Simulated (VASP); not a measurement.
# Zn15Se16 (a cell with a defect) in VASP: further runs

Zn15Se16 (a cell with a defect) is run at these levels: PBEsol; tasks: single point.

Program: VASP 6.6.1. These are calculated values, not measurements. Logs are shortened: lines on timing, memory, paths and dates and some standing lists are left out, and cuts for length are marked.

**1. The cell of the first run**

The cell holds a defect, 31 atoms: a = 9.757 Å, b = 9.757 Å, c = 9.757 Å, α = 109.47°, β = 109.47°, γ = 109.47°.

**2. Single point, PBEsol (atoms taken out, then relaxed in part)**

Contents of INCAR:

```
PREC = Accurate ; ENCUT = 520
EDIFF = 1E-6 ; ISMEAR = 0
SIGMA = 0.02 ; LREAL = Auto
LASPH = True ; NELM = 80
ALGO = Normal ; ISIF = 2
LWAVE = False ; LCHARG = False
GGA = PS ; NBANDS = 159
NELECT = 278.0
```

Contents of KPOINTS:

```
Automatic mesh
0
Gamma
  2 2 2
  0.5 0.5 0.5
```

Contents of POSCAR:

```
Zn15Se16
1.0
   -5.6332473954      5.6332473954     -5.6332473954
    5.6332473954      5.6332473954      5.6332473954
    5.6332473954     -5.6332473954     -5.6332473954
Zn Se
15 16
Direct
    0.2530539226      0.2614602436      0.5000000000
    0.5084063210      0.2469460774      0.2469460774
    0.7614602436      0.7530539226      0.5000000000
    0.2530539226      0.5000000000      0.2614602436
    0.5000000000      0.0000000000      0.5000000000
    0.0000000000      0.7530539226      0.2614602436
    0.7469460774      0.2469460774      0.0084063210
    0.5000000000      0.5000000000      0.0000000000
    0.7469460774      0.0084063210      0.2469460774
    0.0000000000      0.2614602436      0.7530539226
    0.2385397564      0.7385397564     -0.0084063210
    0.0000000000      0.0000000000      0.0000000000
    0.7614602436      0.5000000000      0.7530539226
    0.4915936790      0.7385397564      0.7385397564
    0.2385397564     -0.0084063210      0.7385397564
    0.2487736319      0.2503581315      0.7487736319
    0.0000000000      0.5000000000      0.7345088077
    0.5015844996      0.2512263681      0.5000000000
    0.7503581315      0.7487736319      0.7487736319
    0.2345088077      0.5000000000      0.5000000000
    0.4984155004     -0.0015844996      0.7496418685
    0.0000000000      0.7345088077      0.5000000000
    0.7654911923      0.2654911923      0.2654911923
    0.5015844996      0.5000000000      0.2512263681
    0.7512263681      0.0015844996      0.5000000000
    0.0000000000      0.2512263681      0.0015844996
    0.2487736319      0.7487736319      0.2503581315
    0.0000000000      0.0015844996      0.2512263681
    0.7512263681      0.5000000000      0.0015844996
    0.4984155004      0.7496418685     -0.0015844996
    0.2496418685     -0.0015844996     -0.0015844996
```

Potentials or basis: VASP PAW PBE potentials, release 64 (Zn, Se).

On the command line:

```sh
$ cat potpaw_PBE.64/Zn/POTCAR potpaw_PBE.64/Se/POTCAR > POTCAR
$ mpirun -np 1 vasp_std > vasp.out
```

OUTCAR:

```text
PREC = Accurate
   ENCUT = 520
   EDIFF = 1E-6
   ISMEAR = 0
   LREAL = Auto
   LASPH = True
   NELM = 80
   ISIF = 2
   GGA = PS
   NELECT = 278.0

 ion  position               nearest neighbor table
   1  0.253  0.261  0.500-  20 2.39  18 2.46  16 2.48  28 2.48
   2  0.508  0.247  0.247-  23 2.39  31 2.46  24 2.48  18 2.48
   3  0.761  0.753  0.500-  22 2.39  25 2.46  24 2.48  19 2.48
   4  0.253  0.500  0.261-  20 2.39  24 2.46  26 2.48  27 2.48
   5  0.500  0.000  0.500-  18 2.45  21 2.45  25 2.45  27 2.45
   6  0.000  0.753  0.261-  22 2.39  28 2.46  29 2.48  27 2.48
[... 8 lines left out ...]
  15  0.239  0.992  0.739-  22 2.39  16 2.46  21 2.48  31 2.48
  16  0.249  0.250  0.749-   8 2.45  15 2.46  10 2.48   1 2.48
  17  0.000  0.500  0.735-  11 2.39  10 2.39  13 2.39
  18  0.502  0.251  0.500-   5 2.45   1 2.46  13 2.48   2 2.48
  19  0.750  0.749  0.749-  12 2.45  14 2.46   3 2.48  13 2.48
  20  0.235  0.500  0.500-  14 2.39   4 2.39   1 2.39
  21  0.498  0.998  0.750-   5 2.45   7 2.46  15 2.48  14 2.48
  22  0.000  0.735  0.500-  15 2.39   6 2.39   3 2.39
  23  0.765  0.265  0.265-   2 2.39   7 2.39   9 2.39
  24  0.502  0.500  0.251-   8 2.45   4 2.46   3 2.48   2 2.48
  25  0.751  0.002  0.500-   5 2.45   3 2.46  10 2.48   9 2.48
  26  0.000  0.251  0.002-  12 2.45  10 2.46   4 2.48   7 2.48
  27  0.249  0.749  0.250-   5 2.45  11 2.46   6 2.48   4 2.48
  28  0.000  0.002  0.251-  12 2.45   6 2.46   1 2.48   9 2.48
  29  0.751  0.500  0.002-   8 2.45  13 2.46   6 2.48   7 2.48
  30  0.498  0.750  0.998-   8 2.45   9 2.46  14 2.48  11 2.48
  31  0.250  0.998  0.998-  12 2.45   2 2.46  15 2.48  11 2.48

  LATTYP: Found a body centered cubic cell.
 ALAT       =    11.2664947908

  Lattice vectors:

 A1 = (  -5.6332473954,   5.6332473954,  -5.6332473954)
 A2 = (   5.6332473954,   5.6332473954,   5.6332473954)
 A3 = (   5.6332473954,  -5.6332473954,  -5.6332473954)

Analysis of symmetry for initial positions (statically):
=====================================================================
 Subroutine PRICEL returns:
 Original cell was already a primitive cell.

 Routine SETGRP: Setting up the symmetry group for a
 body centered cubic supercell.

 Subroutine GETGRP returns: Found 24 space group operations
 (whereof  8 operations were pure point group operations)
 out of a pool of 48 trial point group operations.

The static configuration has the point symmetry D_2d.
 The point group associated with its full space group is T_d .

Analysis of symmetry for dynamics (positions and initial velocities):
=====================================================================
 Subroutine PRICEL returns:
 Original cell was already a primitive cell.

 Routine SETGRP: Setting up the symmetry group for a
 body centered cubic supercell.

 Subroutine GETGRP returns: Found 24 space group operations
 (whereof  8 operations were pure point group operations)
 out of a pool of 48 trial point group operations.

The dynamic configuration has the point symmetry D_2d.
 The point group associated with its full space group is T_d .

 Subroutine INISYM returns: Found 24 space group operations
 (whereof  8 operations are pure point group operations),
 and found     1 'primitive' translations

----------------------------------------------------------------------------------------

                                     Primitive cell

  volume of cell :     715.0501

  direct lattice vectors                    reciprocal lattice vectors
    -5.633247395  5.633247395 -5.633247395     0.000000000  0.088758750 -0.088758750
     5.633247395  5.633247395  5.633247395     0.088758750  0.088758750  0.000000000
     5.633247395 -5.633247395 -5.633247395     0.088758750  0.000000000 -0.088758750

  length of vectors
     9.757070700  9.757070700  9.757070700     0.125523829  0.125523829  0.125523829

  position of ions in fractional coordinates (direct lattice)
     0.253053923  0.261460244  0.500000000
     0.508406321  0.246946077  0.246946077
     0.761460244  0.753053923  0.500000000
     0.253053923  0.500000000  0.261460244
     0.500000000  0.000000000  0.500000000
     0.000000000  0.753053923  0.261460244
[... 23 lines left out ...]
     0.498415500  0.749641868  0.998415500
     0.249641868  0.998415500  0.998415500

  ion indices of the primitive-cell ions
   primitive index   ion index
                 1           1
                 2           2
                 3           3
                 4           4
                 5           5
                 6           6
[... 23 lines left out ...]
                30          30
                31          31

----------------------------------------------------------------------------------------

 KPOINTS: Automatic mesh

Automatic generation of k-mesh.
 Grid dimensions read from file:
 generate k-points for:    2    2    2

 Generating k-lattice:

  Cartesian coordinates                     Fractional coordinates (reciprocal lattice)
     0.000000000  0.044379375 -0.044379375     0.500000000  0.000000000  0.000000000
     0.044379375  0.044379375  0.000000000     0.000000000  0.500000000  0.000000000
     0.044379375  0.000000000 -0.044379375     0.000000000  0.000000000  0.500000000

  Length of vectors
     0.062761914  0.062761914  0.062761914

  Shift w.r.t. Gamma in fractional coordinates (k-lattice)
     0.500000000  0.500000000  0.500000000

 Subroutine IBZKPT returns following result:
 ===========================================

 Found      2 irreducible k-points:

 Following reciprocal coordinates:
            Coordinates               Weight
  0.250000  0.250000  0.250000      2.000000
 -0.250000  0.250000  0.250000      6.000000
   k-points           NKPTS =      2   k-points in BZ     NKDIM =      2   number of bands    NBANDS=    159
   number of dos      NEDOS =    301   number of ions     NIONS =     31
   total plane-waves  NPLWV = 512000
   dimension x,y,z NGX =    80 NGY =   80 NGZ =   80
   dimension x,y,z NGXF=   160 NGYF=  160 NGZF=  160
   ions per type =              15  16
   NGX,Y,Z   is equivalent  to a cutoff of  13.63, 13.63, 13.63 a.u.
   NGXF,Y,Z  is equivalent  to a cutoff of  27.26, 27.26, 27.26 a.u.
 SYSTEM =  unknown system
   PREC   = accura    normal or accurate (medium, high low for compatibility)
   ISTART =      0    job   : 0-new  1-cont  2-samecut
   ICHARG =      2    charge: 1-file 2-atom 10-const
   ISPIN  =      1    spin polarized calculation?
   LNONCOLLINEAR =      F non collinear calculations
   LSORBIT =      F    spin-orbit coupling
   LASPH  =      T    aspherical Exc in radial PAW
   ENCUT  =  520.0 eV  38.22 Ry    6.18 a.u.  18.14 18.14 18.14*2*pi/ulx,y,z
   NELM   =     80;   NELMIN=  2; NELMDL= -5     # of ELM steps
   EDIFF  = 0.1E-05   stopping-criterion for ELM
   LREAL  =      T    real-space projection
   EDIFFG = 0.1E-04   stopping-criterion for IOM
   NSW    =      0    number of steps for IOM
   IBRION =     -1    ionic relax: 0-MD 1-quasi-New 2-CG
   NFREE  =      0    steps in history (QN), initial steepest desc. (CG)
   ISIF   =      2    stress and relaxation
   ISYM   =      2    0-nonsym 1-usesym 2-fastsym
   POTIM  = 0.5000    time-step for ionic-motion
   TEBEG  =    0.0;   TEEND  =   0.0 temperature during run
   PSTRESS=    0.0 pullay stress
   NELECT =     278.0000    total number of electrons
   NUPDOWN=      -1.0000    fix difference up-down
   EMIN   =  10.00;   EMAX   =-10.00  energy-range for DOS
   EFERMI =   0.00;   METHOD = LEGACY
   ISMEAR =     0;   SIGMA  =   0.02  broadening in eV -4-tet -1-fermi 0-gaus
   EFERMI_NEDOS =   21; number of points for ismear=-14 and -15
   IALGO  =     38    algorithm
   IMIX   =      4    mixing-type and parameters
     AMIX     =   0.40;   BMIX     =  1.00
     AMIX_MAG =   1.60;   BMIX_MAG =  1.00
  volume/ion in A,a.u.               =      23.07       155.66
  Fermi-wavevector in a.u.,A,eV,Ry     =   1.194843  2.257926 19.424363  1.427650
  Thomas-Fermi vector in A             =   2.330823
   LORBIT       =      0    0 simple, 1 ext, 2 COOP (PROOUT), +10 PAW based schemes
   GGA     = PS    functional components
   LHFCALC =     F    Hartree Fock is set to
   AEXX    =    0.0000 exact exchange contribution
   IVDW    =     0    specifies the selected vdW correction
   LEPSILON=     F    determine dielectric tensor
   LRPA    =     F    only Hartree local field effects (RPA)
 non-spin polarized calculation
 Gauss-broadening in eV      SIGMA  =   0.02
  energy-cutoff  :      520.00
  volume of cell :      715.05
 maximum number of plane-waves:     19368
 NGX is ok and might be reduce to    80
   NGX = 37   NGY = 37   NGZ = 37

 number of electron     278.0000034 magnetization

 Free energy of the ion-electron system (eV)
  ---------------------------------------------------
  ext. energy  EPLUGINS =         0.00000000
  ---------------------------------------------------
  free energy    TOTEN  =      -100.81951014 eV

  energy without entropy =     -100.81951014  energy(sigma->0) =     -100.81951014

 E-fermi :   1.4693     XC(G=0):  -9.5407

 val. band max:        1.3502771691   @ k =   0.2500   0.2500   0.2500
 cond. band min:       4.1802993392   @ k =   0.2500   0.2500   0.2500
 fundamental gap:      2.8300221701
 Fermi energy:         1.4692551863

 k-point     1 :       0.2500    0.2500    0.2500
  band No.  band energies     occupation
      1     -11.5161      2.00000
      2     -11.5161      2.00000
      3     -11.5161      2.00000
      4     -11.3414      2.00000
      5     -10.9754      2.00000
      6     -10.9754      2.00000
[... 143 lines left out ...]
    150       5.0938      0.00000
    151       5.0938      0.00000

 k-point     2 :      -0.2500    0.2500    0.2500
  band No.  band energies     occupation
      1     -11.7136      2.00000
      2     -11.3390      2.00000
      3     -11.2788      2.00000
      4     -11.2788      2.00000
      5     -11.2352      2.00000
      6     -11.0771      2.00000
[... 143 lines left out ...]
    150       5.6362      0.00000
    151       5.6456      0.00000
 [bands above 151 left out]

------------------------ aborting loop because EDIFF is reached ----------------------------------------

  FORCE on cell =-STRESS in cart. coord.  units (eV):
  Direction    XX          YY          ZZ          XY          YZ          ZX
  --------------------------------------------------------------------------------------
  -------------------------------------------------------------------------------------
  Total       11.3220752     11.3220752     11.3220752      0.0000000      0.0000000      0.0000000
  in kB       25.3688134     25.3688134     25.3688134      0.0000000      0.0000000      0.0000000
  external PRESSURE =      25.3688134 kB  Pullay stress =       0.0000000 kB

 VOLUME and BASIS-vectors are now :
 -----------------------------------------------------------------------------
  energy-cutoff  :      520.00
  volume of cell :      715.05
      direct lattice vectors                 reciprocal lattice vectors
    -5.633247395  5.633247395 -5.633247395     0.000000000  0.088758750 -0.088758750
     5.633247395  5.633247395  5.633247395     0.088758750  0.088758750  0.000000000
     5.633247395 -5.633247395 -5.633247395     0.088758750  0.000000000 -0.088758750

 POSITION                                       TOTAL-FORCE (eV/Angst)
 -----------------------------------------------------------------------------------
      2.86398      0.08176     -2.76927        -0.010035      0.003794     -0.010035
     -0.08176      2.86398     -2.86398        -0.003794     -0.010035      0.010035
      2.76927      5.71501     -2.86398         0.010035      0.003794      0.010035
      2.86398      2.76927     -0.08176        -0.010035      0.010035     -0.003794
      0.00000      0.00000     -5.63325        -0.000000     -0.000000     -0.000000
      5.71501      2.76927      2.76927         0.003794      0.010035      0.010035
[... 23 lines left out ...]
      7.03954      1.40629     -4.20910         0.009822      0.009822     -0.014218
      9.84235      1.40629     -1.40629         0.014218      0.009822     -0.009822
 -----------------------------------------------------------------------------------
    total drift:                               -0.000097     -0.000109      0.000097

  FREE ENERGIE OF THE ION-ELECTRON SYSTEM (eV)
  ---------------------------------------------------
  free  energy   TOTEN  =      -100.8195101424 eV

  energy  without entropy=     -100.8195101424  energy(sigma->0) =     -100.81951014
```

Wall time 14 min (1 thread of Intel Xeon Platinum 8259CL at 2.50GHz (Skylake/Cascade Lake), shared host); peak memory 1 GiB.

What came out:

- Free energy: -100.8195 eV
- Largest force: 0.042 eV/Å

Forces in eV/Å, atoms in the order of the input:
```
Zn  -0.010  0.004 -0.010
Zn  -0.004 -0.010  0.010
Zn   0.010  0.004  0.010
Zn  -0.010  0.010 -0.004
Zn   0.000  0.000  0.000
Zn   0.004  0.010  0.010
Zn  -0.010 -0.004  0.010
Zn   0.000  0.000  0.000
Zn  -0.010 -0.010  0.004
Zn   0.004 -0.010 -0.010
Zn   0.010 -0.004 -0.010
Zn   0.000  0.000  0.000
Zn   0.010 -0.010 -0.004
Zn  -0.004  0.010 -0.010
Zn   0.010  0.010  0.004
Se  -0.010 -0.010 -0.014
Se  -0.024  0.024  0.024
Se   0.010 -0.014  0.010
Se   0.014 -0.010  0.010
Se   0.024 -0.024  0.024
Se   0.010  0.014 -0.010
Se  -0.024 -0.024 -0.024
Se   0.024  0.024 -0.024
Se   0.010 -0.010  0.014
Se  -0.010 -0.014 -0.010
Se  -0.014  0.010  0.010
Se  -0.010  0.014  0.010
Se  -0.014 -0.010 -0.010
Se  -0.010  0.010  0.014
Se   0.010  0.010 -0.014
Se   0.014  0.010 -0.010
```

Caveat: the cell carries a net charge on a neutralising background, which shifts energy and pressure; the cell differs from its parent crystal (atoms taken out, then relaxed in part); the cell is charged against a uniform background, so pressure and absolute levels hang on convention; the PAW data sets were made with another functional, which shifts forces and pressure a little.

**3. Single point, PBEsol**

Contents of INCAR:

```
SYSTEM = Zn15Se16
ALGO = Normal
EDIFF = 1E-6
ENCUT = 520
GGA = PS
ISIF = 2
ISMEAR = 0
LASPH = .True.
LCHARG = .False.
LREAL = Auto
LWAVE = .False.
NBANDS = 159
NELECT = 278.0
NELM = 60
PREC = Accurate
SIGMA = 0.02
```

KPOINTS is that of step 2.

Contents of POSCAR:

```
Zn15Se16
1.0
   -5.6332473954      5.6332473954     -5.6332473954
    5.6332473954      5.6332473954      5.6332473954
    5.6332473954     -5.6332473954     -5.6332473954
Zn Se
15 16
Direct
    0.2530539492      0.2614602904      0.5000000537
    0.5084063949      0.2469461045      0.2469461045
    0.7614602553      0.7530539141      0.5000000537
    0.2530539492      0.5000000537      0.2614602904
    0.4999999649      0.0000000000      0.4999999649
    0.0000000000      0.7530539141      0.2614602017
    0.7469461582      0.2469461045      0.0084063413
    0.4999999649      0.4999999649      0.0000000000
    0.7469461582      0.0084063413      0.2469461045
    0.0000000000      0.2614602017      0.7530539141
    0.2385397632      0.7385398169     -0.0084063413
    0.0000000000      0.0000000000      0.0000000000
    0.7614602553      0.5000000537      0.7530539141
    0.4915937124      0.7385398169      0.7385398169
    0.2385397632     -0.0084063413      0.7385398169
    0.2487736472      0.2503581684      0.7487736121
    0.0000000000      0.5000000537      0.7345088383
    0.5015844861      0.2512263177      0.4999999649
    0.7503581333      0.7487736121      0.7487736121
    0.2345087846      0.4999999649      0.4999999649
    0.4984155324     -0.0015845212      0.7496418502
    0.0000000000      0.7345088383      0.5000000537
    0.7654911452      0.2654911803      0.2654911803
    0.5015844861      0.4999999649      0.2512263177
    0.7512263714      0.0015845212      0.5000000537
    0.0000000000      0.2512263177      0.0015845212
    0.2487736472      0.7487736121      0.2503581684
    0.0000000000      0.0015845212      0.2512263177
    0.7512263714      0.5000000537      0.0015845212
    0.4984155324      0.7496418502     -0.0015845212
    0.2496417965     -0.0015845212     -0.0015845212
```

Potentials or basis: VASP PAW PBE potentials, release 64 (Zn, Se).

On the command line:

```sh
$ cat potpaw_PBE.64/Zn/POTCAR potpaw_PBE.64/Se/POTCAR > POTCAR
$ mpirun -np 1 vasp_std > vasp.out
```

It took 12 min on 1 thread of Intel Xeon Platinum 8488C (Sapphire Rapids), shared host; peak memory 1 GiB.

Results (log left out):

```yaml
Free_energy: -100.8195 eV
Largest_force: 0.042 eV/Å
```

Forces on the atoms (eV/Å):
```
Zn  -0.010  0.004 -0.010
Zn  -0.004 -0.010  0.010
Zn   0.010  0.004  0.010
Zn  -0.010  0.010 -0.004
Zn   0.000  0.000  0.000
Zn   0.004  0.010  0.010
Zn  -0.010 -0.004  0.010
Zn   0.000  0.000  0.000
Zn  -0.010 -0.010  0.004
Zn   0.004 -0.010 -0.010
Zn   0.010 -0.004 -0.010
Zn   0.000  0.000  0.000
Zn   0.010 -0.010 -0.004
Zn  -0.004  0.010 -0.010
Zn   0.010  0.010  0.004
Se  -0.010 -0.010 -0.014
Se  -0.024  0.024  0.024
Se   0.010 -0.014  0.010
Se   0.014 -0.010  0.010
Se   0.024 -0.024  0.024
Se   0.010  0.014 -0.010
Se  -0.024 -0.024 -0.024
Se   0.024  0.024 -0.024
Se   0.010 -0.010  0.014
Se  -0.010 -0.014 -0.010
Se  -0.014  0.010  0.010
Se  -0.010  0.014  0.010
Se  -0.014 -0.010 -0.010
Se  -0.010  0.010  0.014
Se   0.010  0.010 -0.014
Se   0.014  0.010 -0.010
```

Levels at points of the mesh, in eV from the Fermi level:
| k point | band 135 | band 136 | band 137 | band 138 | band 139 | band 140 | band 141 | band 142 | band 143 | band 144 |
| --- | --- | --- | --- | --- | --- | --- | --- | --- | --- | --- |
| (0.25, 0.25, 0.25) | -0.47 | -0.47 | -0.12 | -0.12 | -0.12 | 2.71 | 2.71 | 2.71 | 3.00 | 3.51 |

Caveat: the cell carries a net charge on a neutralising background, which shifts energy and pressure; the cell is charged against a uniform background, so pressure and absolute levels hang on convention; the PAW data sets were made with another functional, which shifts forces and pressure a little.
